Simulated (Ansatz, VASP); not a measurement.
One calculation of Bi, two programs

```
CELL_PARAMETERS angstrom
0.00000 2.68598 2.68598
2.68598 0.00000 2.68598
2.68598 2.68598 0.00000
ATOMIC_POSITIONS crystal
Bi 0.00000 0.00000 0.00000
```

Alike in both runs: task single point; functional BLYP; k mesh 12 × 12 × 12; occupations fermi-dirac, width 0.1 eV; no spin polarisation.

```csv
,VASP,Ansatz
version,VASP 6.6.1,Ansatz 0.2.0
potentials or method,"VASP PAW PBE potentials, release 64 (Bi_d), cutoff 520 eV","plane waves (420 eV) with PAW, scalar-relativistic"
valence electrons in the cell,15,15
```

```tsv
	VASP	Ansatz	Ansatz less VASP
pressure (GPa)	-3.6	-3.6	-0.01
```

VASP's potentials were made for PBE, not for BLYP.

Neither program's run includes spin-orbit coupling.
